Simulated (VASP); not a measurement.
ZnSe (klda): vibrations by perturbation theory with LDA

The system is ZnSe (klda).

```
Zn Se
1.0
     0.00000    2.78367    2.78367
     2.78367    0.00000    2.78367
     2.78367    2.78367    0.00000
Zn Se
1 1
Cartesian
  0.0000 0.0000 0.0000
  1.3918 1.3918 1.3918
```

```json
{"Program": "VASP 6.6.1", "Task": "vibrations by perturbation theory", "Functional": "LDA", "Potentials or basis": "VASP PAW LDA potentials, release 64 (Zn, Se)", "Cutoff": "520 eV", "k mesh": "8 × 8 × 8", "Occupations": "gaussian, width 0.01 eV", "Spin": "no spin polarisation", "Dipole correction": "no", "Further INCAR settings": "ALGO = Normal; EDIFF = 1e-08; NBANDS = 16; IBRION = 8; NSW = 1"}
```

- Electronic dielectric tensor (diagonal): 8.07
- Born charges (mean of the diagonal): Zn +2.00; Se -2.00 e
- Highest phonon frequency at Γ, LO-TO splitting left out: 219 cm⁻¹

Phonon frequencies in cm⁻¹ (negative: imaginary):
| q point | frequencies |
| --- | --- |
| (0.000, 0.000, 0.000) | -1 -1 -1 219 219 219 |

Electronic dielectric tensor:
```
8.07 0.00 0.00
0.00 8.07 0.00
0.00 0.00 8.07
```

Born effective charge tensors (e):
atom 1, Zn
```
2.00 0.00 0.00
0.00 2.00 0.00
0.00 0.00 2.00
```
atom 2, Se
```
-2.00  0.00  0.00
 0.00 -2.00  0.00
 0.00  0.00 -2.00
```

It took 7.9 min on 1 thread of Intel(R) Xeon(R) Platinum 8259CL CPU @ 2.50GHz (Skylake/Cascade Lake), with other jobs on the host, peak memory 0.3 GiB.
